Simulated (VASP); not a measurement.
Here is a VASP 6.6.1 calculation.

The input INCAR:

```
PREC = Accurate ; ENCUT = 520
EDIFF = 1E-6 ; ISMEAR = -1
SIGMA = 0.06122561905347299 ; LREAL = False
LASPH = True ; NELM = 60
ALGO = Normal ; ISIF = 2
LWAVE = False ; LCHARG = True
GGA = PE ; LELF = True
LVHAR = True ; NBANDS = 63
```

The input KPOINTS:

```
Automatic mesh
0
Gamma
  7 7 7
```

Contents of POSCAR:

```
Sr2O5
1.0
    5.7259888680      0.0000000000      0.0000000000
    0.0000000000      5.7259888680      0.0000000000
    0.0000000000      0.0000000000      5.7259888680
Sr O
4 10
Direct
    0.0000000000      0.0000000000      0.0000000000
    0.5000000000      0.5000000000      0.0000000000
    0.5000000000      0.0000000000      0.5000000000
    0.0000000000      0.5000000000      0.5000000000
    0.5000000000      0.0000000000      0.0000000000
    0.0000000000      0.5000000000      0.0000000000
    0.0000000000      0.0000000000      0.5000000000
    0.5000000000      0.5000000000      0.5000000000
    0.7500000000      0.7500000000      0.2500000000
    0.7500000000      0.2500000000      0.7500000000
    0.2500000000      0.7500000000      0.7500000000
    0.7500000000      0.2500000000      0.2500000000
    0.2500000000      0.7500000000      0.2500000000
    0.2500000000      0.2500000000      0.7500000000
```

Potentials or basis: VASP PAW PBE potentials, release 64 (Sr_sv, O).

Launch:

```bash
$ cat potpaw_PBE.64/Sr_sv/POTCAR potpaw_PBE.64/O/POTCAR > POTCAR
$ mpirun -np 1 vasp_std > vasp.out
```

Q: What does it give for the band gap on the k mesh?

A: Zero (bands 50 and 51 overlap by 0.18 eV).

Q: Predict the pressure.

A: 3.9 GPa.

Caveat: the cell stands under pressure; semilocal functionals underestimate gaps, and a narrow one can read as zero.
